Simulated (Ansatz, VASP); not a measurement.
## One calculation of TiO2, two programs

```
CELL_PARAMETERS angstrom
-1.90893 1.90893 4.88828
1.90893 -1.90893 4.88828
1.90893 1.90893 -4.88828
ATOMIC_POSITIONS crystal
Ti 0.00000 0.00000 0.00000
Ti 0.75000 0.25000 0.50000
O 0.20528 0.20528 0.00000
O 0.95528 0.45528 0.50000
O 0.54472 0.04472 0.50000
O 0.79472 0.79472 0.00000
```

Alike in both runs: functional PBE; k mesh 10 × 10 × 10; occupations gaussian, width 0.02 eV; no spin polarisation; Hubbard terms Ti d U = 4.0 eV.

Ansatz relaxed the structure, and its values are those at the end. VASP's run is a single point on that final structure, the one shown.

```csv
,VASP,Ansatz
version,VASP 6.6.1,Ansatz 0.2.0
potentials or method,"VASP PAW PBE potentials, release 64 (Ti_sv, O)","scalar-relativistic, plane waves, PAW"
plane-wave cutoff (eV),520,420
valence electrons in the cell,48,48
```

Ansatz gave:

```
gap on the k mesh at the Fermi level (eV) : 2.63
least direct gap on the mesh (eV)         : 2.91
pressure (GPa)                            : 0.0
rms of the force components (eV/Å)        : 0.000
```

**Question.** Estimate VASP's values.

**Answer.** gap on the k mesh at the Fermi level (eV): 2.67; least direct gap on the mesh (eV): 2.96; pressure (GPa): 4.2; rms of the force components (eV/Å): 0.071.

The programs project onto different local orbitals, so the same U acts differently, and such runs can settle in different states.
